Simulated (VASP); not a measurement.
# Zn9O8 (a cell with a defect) in VASP: notebook, part 2 of 2

VASP 6.6.1.

### Step 3. Single point, LDA

INCAR

```
SYSTEM = Zn9O8
PREC = Accurate ; ENCUT = 520
EDIFF = 1E-7 ; ISMEAR = 0
SIGMA = 0.05 ; LREAL = Auto
LASPH = .True. ; NELM = 80
ALGO = Normal ; ISIF = 2
LWAVE = .False. ; LCHARG = .False.
GGA = CA ; NBANDS = 92
```

KPOINTS

```
regular mesh
0
Gamma
  2 2 2
  0 0 0
```

POSCAR

```
Zn9O8
1.0
   -3.2190000000     -5.5754720000      0.0000000000
    4.8285000000     -2.7877360000      0.0000000000
    0.0000000000      0.0000000000      5.1489000000
Zn O
9 8
Direct
    0.4931738281      0.3366226681      0.0035407563
    0.4928867433      0.6628094495      0.4883600381
    0.2537561736      0.8371558710     -0.0067457127
    0.2604153109      0.1540306277      0.4913105712
    0.0227104240      0.3007776442     -0.0091563247
    0.0001914287      0.6556218720      0.3908067743
    0.7210415454      0.8760413658      0.0270205287
    0.7530588006      0.1863138198      0.4886299986
    0.8057201403      0.5563966308      0.7347373225
    0.4937136819      0.3345855528      0.3708528035
    0.4990031417      0.6686579918      0.8812857115
    0.2565846535      0.8289706948      0.3764219542
    0.2666787349      0.1572448685      0.8639120977
    0.0177719240      0.2914117891      0.3526875643
   -0.0081528409      0.6772179777      1.0055897376
    0.7256851164      0.8632994490      0.3882961409
    0.7479845125      0.1800555340      0.8785146342
```

Potentials or basis: VASP PAW LDA potentials, release 64 (Zn, O).

On the command line:

```
$ cat potpaw_LDA.64/Zn/POTCAR potpaw_LDA.64/O/POTCAR > POTCAR
$ mpirun -np 1 vasp_std > vasp.out
```

OUTCAR:

```text
SYSTEM = Zn9O8
   PREC = Accurate
   ENCUT = 520
   EDIFF = 1E-7
   ISMEAR = 0
   LREAL = Auto
   LASPH = .True.
   NELM = 80
   ISIF = 2
   GGA = CA

 ion  position               nearest neighbor table
   1  0.493  0.337  0.004-  10 1.89  13 1.91  11 1.96  17 1.97   9 2.73   7 2.96   5 3.04
   2  0.493  0.663  0.488-  12 1.87  10 1.93  16 1.94  11 2.02   9 2.45   7 3.04
   3  0.254  0.837  0.993-  13 1.91  15 1.91  11 1.93  12 1.97   6 2.81   5 2.98   7 3.02
   4  0.260  0.154  0.491-  14 1.88  12 1.91  10 1.91  13 1.92
   5  0.023  0.301  0.991-  14 1.86  13 1.88  17 1.98  15 2.11   9 2.39   6 2.86   3 2.98   1 3.04

   6  0.000  0.656  0.391-  12 1.91  15 1.99  14 2.04  16 2.11   9 2.24   3 2.81   5 2.86   7 2.87

   7  0.721  0.876  0.027-  16 1.86  17 1.87  11 1.99  15 2.07   9 2.40   6 2.87   8 2.95   1 2.96
                             3 3.02   2 3.04
   8  0.753  0.186  0.489-  16 1.88  14 1.93  10 1.96  17 2.01   9 2.45   7 2.95
   9  0.806  0.556  0.735-  15 1.96  11 2.20   6 2.24  17 2.26   5 2.39   7 2.40   8 2.45   2 2.45
                             1 2.73
  10  0.494  0.335  0.371-   1 1.89   4 1.91   2 1.93   8 1.96
  11  0.499  0.669  0.881-   3 1.93   1 1.96   7 1.99   2 2.02   9 2.20
  12  0.257  0.829  0.376-   2 1.87   4 1.91   6 1.91   3 1.97
  13  0.267  0.157  0.864-   5 1.88   3 1.91   1 1.91   4 1.92
  14  0.018  0.291  0.353-   5 1.86   4 1.88   8 1.93   6 2.04
  15  0.992  0.677  0.006-   3 1.91   9 1.96   6 1.99   7 2.07   5 2.11
  16  0.726  0.863  0.388-   7 1.86   8 1.88   2 1.94   6 2.11
  17  0.748  0.180  0.879-   7 1.87   1 1.97   5 1.98   8 2.01   9 2.26

  LATTYP: Found a simple orthorhombic cell.
 ALAT       =     5.1489000000
 B/A-ratio  =     1.0828471445
 C/A-ratio  =     1.2503642312

  Lattice vectors:

 A1 = (   0.0000000000,   0.0000000000,  -5.1489000000)
 A2 = (   4.8285000000,  -2.7877360000,   0.0000000000)
 A3 = (  -3.2190000000,  -5.5754720000,   0.0000000000)

Analysis of symmetry for initial positions (statically):
=====================================================================
 Subroutine PRICEL returns:
 Original cell was already a primitive cell.

 Routine SETGRP: Setting up the symmetry group for a
 simple orthorhombic supercell.

 Subroutine GETGRP returns: Found  1 space group operations
 (whereof  1 operations were pure point group operations)
 out of a pool of  8 trial point group operations.

The static configuration has the point symmetry C_1 .

Analysis of symmetry for dynamics (positions and initial velocities):
=====================================================================
 Subroutine PRICEL returns:
 Original cell was already a primitive cell.

 Routine SETGRP: Setting up the symmetry group for a
 simple orthorhombic supercell.

 Subroutine GETGRP returns: Found  1 space group operations
 (whereof  1 operations were pure point group operations)
 out of a pool of  8 trial point group operations.

The dynamic configuration has the point symmetry C_1 .

 Subroutine INISYM returns: Found  1 space group operations
 (whereof  1 operations are pure point group operations),
 and found     1 'primitive' translations

----------------------------------------------------------------------------------------

                                     Primitive cell

  volume of cell :     184.8192

[... 80 lines left out ...]
  0.500000  0.000000  0.500000      1.000000
  0.000000  0.500000  0.500000      1.000000
  0.500000  0.500000  0.500000      1.000000
   k-points           NKPTS =      8   k-points in BZ     NKDIM =      8   number of bands    NBANDS=     92
   number of dos      NEDOS =    301   number of ions     NIONS =     17
   total plane-waves  NPLWV =  80640
   dimension x,y,z NGX =    48 NGY =   42 NGZ =   40
   dimension x,y,z NGXF=    96 NGYF=   84 NGZF=   80
   ions per type =               9   8
   NGX,Y,Z   is equivalent  to a cutoff of  12.39, 12.52, 12.92 a.u.
   NGXF,Y,Z  is equivalent  to a cutoff of  24.79, 25.05, 25.83 a.u.
 SYSTEM =  Zn9O8
   PREC   = accura    normal or accurate (medium, high low for compatibility)
   ISTART =      0    job   : 0-new  1-cont  2-samecut
   ICHARG =      2    charge: 1-file 2-atom 10-const
   ISPIN  =      1    spin polarized calculation?
   LNONCOLLINEAR =      F non collinear calculations
   LSORBIT =      F    spin-orbit coupling
   LASPH  =      T    aspherical Exc in radial PAW
   ENCUT  =  520.0 eV  38.22 Ry    6.18 a.u.  11.97 10.37  9.57*2*pi/ulx,y,z
   NELM   =     80;   NELMIN=  2; NELMDL= -5     # of ELM steps
   EDIFF  = 0.1E-06   stopping-criterion for ELM
   LREAL  =      T    real-space projection
   EDIFFG = 0.1E-05   stopping-criterion for IOM
   NSW    =      0    number of steps for IOM
   IBRION =     -1    ionic relax: 0-MD 1-quasi-New 2-CG
   NFREE  =      0    steps in history (QN), initial steepest desc. (CG)
   ISIF   =      2    stress and relaxation
   ISYM   =      2    0-nonsym 1-usesym 2-fastsym
   POTIM  = 0.5000    time-step for ionic-motion
   TEBEG  =    0.0;   TEEND  =   0.0 temperature during run
   PSTRESS=    0.0 pullay stress
   NELECT =     156.0000    total number of electrons
   NUPDOWN=      -1.0000    fix difference up-down
   EMIN   =  10.00;   EMAX   =-10.00  energy-range for DOS
   EFERMI =   0.00;   METHOD = LEGACY
   ISMEAR =     0;   SIGMA  =   0.05  broadening in eV -4-tet -1-fermi 0-gaus
   EFERMI_NEDOS =   21; number of points for ismear=-14 and -15
   IALGO  =     38    algorithm
   IMIX   =      4    mixing-type and parameters
     AMIX     =   0.40;   BMIX     =  1.00
     AMIX_MAG =   1.60;   BMIX_MAG =  1.00
  volume/ion in A,a.u.               =      10.87        73.37
  Fermi-wavevector in a.u.,A,eV,Ry     =   1.547156  2.923700 32.568138  2.393691
  Thomas-Fermi vector in A             =   2.652289
   LORBIT       =      0    0 simple, 1 ext, 2 COOP (PROOUT), +10 PAW based schemes
   GGA     = CA    functional components
   LHFCALC =     F    Hartree Fock is set to
   AEXX    =    0.0000 exact exchange contribution
   IVDW    =     0    specifies the selected vdW correction
   LEPSILON=     F    determine dielectric tensor
   LRPA    =     F    only Hartree local field effects (RPA)
 non-spin polarized calculation
 Gauss-broadening in eV      SIGMA  =   0.05
  energy-cutoff  :      520.00
  volume of cell :      184.82
 maximum number of plane-waves:      5004
 NGX is ok and might be reduce to    48
   NGX = 23   NGY = 21   NGZ = 19

 number of electron     156.0000013 magnetization

 Free energy of the ion-electron system (eV)
  ---------------------------------------------------
  ext. energy  EPLUGINS =         0.00000000
  ---------------------------------------------------
  free energy    TOTEN  =       -82.52556768 eV

  energy without entropy =      -82.52556767  energy(sigma->0) =      -82.52556768

 E-fermi :   4.1231     XC(G=0): -12.0565

 val. band max:        3.9345902007   @ k =   0.5000   0.5000   0.0000
 cond. band min:       4.3115058122   @ k =   0.5000   0.0000   0.0000
 fundamental gap:      0.3769156115
 Fermi energy:         4.1230556292

 k-point     1 :       0.0000    0.0000    0.0000
  band No.  band energies     occupation
      1     -16.7875      2.00000
      2     -16.0774      2.00000
      3     -16.0454      2.00000
      4     -15.9699      2.00000
      5     -15.7432      2.00000
      6     -15.4864      2.00000
[... 733 lines left out ...]
     89      10.1001      0.00000
     90      10.2375      0.00000
 [bands above 90 left out]

------------------------ aborting loop because EDIFF is reached ----------------------------------------

  FORCE on cell =-STRESS in cart. coord.  units (eV):
  Direction    XX          YY          ZZ          XY          YZ          ZX
  --------------------------------------------------------------------------------------
  -------------------------------------------------------------------------------------
  Total       16.2836512     13.1146114     22.2289915     -0.1003237     -0.1514512      0.2289576
  in kB      141.1611878    113.6891295    192.7006921     -0.8696955     -1.3129135      1.9848087
  external PRESSURE =     149.1836698 kB  Pullay stress =       0.0000000 kB

 VOLUME and BASIS-vectors are now :
 -----------------------------------------------------------------------------
  energy-cutoff  :      520.00
  volume of cell :      184.82
      direct lattice vectors                 reciprocal lattice vectors
    -3.219000000 -5.575472000  0.000000000    -0.077663871 -0.134517759  0.000000000
     4.828500000 -2.787736000  0.000000000     0.155327742 -0.089678506  0.000000000
     0.000000000  0.000000000  5.148900000     0.000000000  0.000000000  0.194216240

 POSITION                                       TOTAL-FORCE (eV/Angst)
 -----------------------------------------------------------------------------------
      0.03786     -3.68809      0.01823         0.008362     -0.028601     -0.030394
      1.61377     -4.59581      2.51452        -0.012464      0.012169      0.039044
      3.22537     -3.74858      5.11417        -0.024663      0.006091     -0.047713
     -0.09454     -1.88134      2.52971        -0.048386     -0.006194      0.031572
      1.37920     -0.96511      5.10175        -0.007930      0.014815     -0.085217
      3.16505     -1.82877      2.01223        -0.031066      0.041873      0.019189
[... 9 lines left out ...]
      1.83246     -6.45269      1.99930         0.005088      0.047131      0.112058
     -1.53836     -4.67231      4.52338         0.062053     -0.021009     -0.066401
 -----------------------------------------------------------------------------------
    total drift:                                0.017674      0.023438      0.008379

  FREE ENERGIE OF THE ION-ELECTRON SYSTEM (eV)
  ---------------------------------------------------
  free  energy   TOTEN  =       -82.5255676796 eV

  energy  without entropy=      -82.5255676748  energy(sigma->0) =      -82.52556768
```

Wall time 3.1 min (1 thread of AMD EPYC 9R45 (Zen 5), shared host); peak memory 0.23 GiB.

Results:

* Free energy: -82.5256 eV
* Pressure: 14.9 GPa
* Largest force: 0.122 eV/Å
* Band gap on the k mesh: 0.38 eV

Forces on the atoms (eV/Å):
```
Zn   0.008 -0.029 -0.030
Zn  -0.012  0.012  0.039
Zn  -0.025  0.006 -0.048
Zn  -0.048 -0.006  0.032
Zn  -0.008  0.015 -0.085
Zn  -0.031  0.042  0.019
Zn   0.033  0.028 -0.006
Zn   0.055 -0.043  0.041
Zn   0.034 -0.051 -0.054
O    0.004 -0.031  0.047
O   -0.025 -0.015 -0.026
O    0.003  0.001 -0.007
O   -0.037 -0.031 -0.047
O   -0.036  0.034  0.019
O    0.017  0.043  0.060
O    0.005  0.047  0.112
O    0.062 -0.021 -0.066
```

Levels at points of the mesh, in eV from the valence-band top:
| k point | band 75 | band 76 | band 77 | band 78 | band 79 | band 80 | band 81 | band 82 |
| --- | --- | --- | --- | --- | --- | --- | --- | --- |
| (0.00, 0.00, 0.00) | -2.46 | -2.25 | -2.20 | -2.10 | 1.54 | 2.47 | 2.71 | 2.73 |
| (0.50, 0.00, 0.00) | -2.68 | -2.67 | -2.57 | -0.55 | 0.38 | 2.52 | 3.40 | 3.77 |
| (0.00, 0.50, 0.00) | -2.78 | -2.64 | -2.58 | -0.32 | 0.69 | 2.07 | 2.72 | 3.15 |
| (0.50, 0.50, 0.00) | -3.02 | -2.91 | -2.90 | 0.00 | 1.55 | 1.59 | 2.23 | 3.29 |
| (0.00, 0.00, 0.50) | -2.96 | -2.46 | -2.38 | -0.42 | 0.64 | 2.40 | 2.52 | 2.86 |
| (0.50, 0.00, 0.50) | -3.05 | -2.96 | -2.69 | -0.19 | 1.51 | 1.79 | 2.39 | 3.22 |
| (0.00, 0.50, 0.50) | -3.08 | -2.96 | -2.87 | -0.44 | 1.77 | 1.89 | 1.98 | 2.81 |
| (0.50, 0.50, 0.50) | -3.35 | -3.08 | -2.80 | -0.34 | 1.94 | 2.20 | 2.62 | 2.99 |

Caveat: the k points lie up to 0.61 Å⁻¹ apart.

### Step 4. Single point, LDA

INCAR

```
  PREC = Accurate
  ENCUT = 520
  EDIFF = 1E-7
  ISMEAR = 0
  SIGMA = 0.05
  LREAL = Auto
  LASPH = T
  NELM = 100
  ALGO = Normal
  ISIF = 2
  LWAVE = F
  LCHARG = T
  GGA = CA
  LELF = T
  LVHAR = T
  NBANDS = 92
```

KPOINTS

```
regular mesh
0
Gamma
  2 2 2
```

POSCAR

```
Zn9O8
1.0
   -3.2190000000     -5.5754720000      0.0000000000
    4.8285000000     -2.7877360000      0.0000000000
    0.0000000000      0.0000000000      5.1489000000
Zn O
9 8
Direct
    0.4920984893      0.3388095759      0.0016622968
    0.4879173226      0.6588940378      0.4915673251
    0.2534164867      0.8424429265     -0.0114929402
    0.2593950915      0.1535198922      0.4855631300
    0.0128816360      0.3034526222     -0.0305257434
    0.0101191480      0.6386429610      0.3830620132
    0.7157109803      0.8809289936      0.0541620540
    0.7569128732      0.1938083336      0.4981291150
    0.8070601863      0.5833703510      0.7292914992
    0.4956320921      0.3337924209      0.3707351085
    0.5024923389      0.6711593329      0.8848012197
    0.2580623716      0.8274422231      0.3720752005
    0.2645565446      0.1618404301      0.8579764610
    0.0176002228      0.2816943393      0.3332941017
   -0.0130808051      0.6922942712      1.0067765931
    0.7280661562      0.8605504725      0.4153547360
    0.7390438816      0.1724774267      0.8819359475
```

On the command line:

```
$ cat potpaw_LDA.64/Zn/POTCAR potpaw_LDA.64/O/POTCAR > POTCAR
$ mpirun -np 1 vasp_std > vasp.out
```

Run time: 3.1 min. Hardware: 1 thread of AMD EPYC 9R45 (Zen 5), shared host; peak memory 0.24 GiB.

It converged, with:

```yaml
Free_energy: -82.5896 eV
Pressure: 14.2 GPa
Largest_force: 0.174 eV/Å
Band_gap_on_the_k_mesh: 0.43 eV
```

Forces in eV/Å, atoms in the order of the input:
```
Zn   0.012  0.007 -0.017
Zn  -0.019  0.015  0.035
Zn  -0.007 -0.014 -0.048
Zn  -0.029 -0.003  0.007
Zn   0.034  0.026 -0.122
Zn  -0.080  0.015  0.048
Zn   0.001  0.019  0.058
Zn   0.030 -0.048  0.036
Zn   0.065 -0.024 -0.061
O   -0.014 -0.001  0.032
O   -0.003 -0.033 -0.002
O    0.017  0.004 -0.016
O   -0.001 -0.023 -0.043
O   -0.044  0.033 -0.020
O    0.055  0.008 -0.024
O   -0.047 -0.001  0.168
O    0.028  0.021 -0.032
```

Stress tensor (GPa, compression positive):
```
13.33  0.04  0.78
 0.04 10.81 -0.23
 0.78 -0.23 18.32
```

Levels at points of the mesh, in eV from the valence-band top:
```
           k point  band 74  band 75  band 76  band 77  band 78  band 79  band 80  band 81  band 82  band 83
(0.00, 0.00, 0.00)    -2.93    -2.30    -2.15    -2.08    -1.94     1.67     2.61     2.63     2.96     4.20
(0.50, 0.00, 0.00)    -2.75    -2.55    -2.51    -2.45    -0.42     0.43     2.71     3.46     3.93     4.32
(0.00, 0.50, 0.00)    -2.88    -2.69    -2.46    -2.40    -0.27     0.84     2.12     2.75     3.29     3.84
(0.50, 0.50, 0.00)    -2.99    -2.88    -2.77    -2.69     0.00     1.58     1.80     2.37     3.45     4.62
(0.00, 0.00, 0.50)    -2.81    -2.79    -2.37    -2.28    -0.32     0.80     2.45     2.70     2.97     3.81
(0.50, 0.00, 0.50)    -3.05    -2.91    -2.85    -2.54    -0.08     1.56     1.93     2.45     3.42     4.41
(0.00, 0.50, 0.50)    -3.22    -2.90    -2.86    -2.71    -0.40     1.98     2.02     2.10     2.87     3.21
(0.50, 0.50, 0.50)    -3.25    -3.11    -2.89    -2.69    -0.34     1.96     2.42     2.79     3.04     3.33
```

Caveat: the k points lie up to 0.61 Å⁻¹ apart.

### Step 5. Overview

| cell | gap on the mesh (eV) | pressure (GPa) | largest force (eV/Å) |
| --- | --- | --- | --- |
| as given, atomic positions A | 0.21 | 14.8 | 0.63 |
| as given, atomic positions B | 0.38 | 14.9 | 0.12 |
| as given, atomic positions C | 0.43 | 14.2 | 0.17 |

Alike in all rows: task single point; level LDA; potentials or basis VASP PAW LDA potentials, release 64 (Zn, O); no spin polarisation; k mesh 2 × 2 × 2; cutoff (eV) 520; smearing gaussian 0.05 eV.

Caveats: all runs use coarse meshes.

Absolute energies hang on the potentials; compare differences alone.
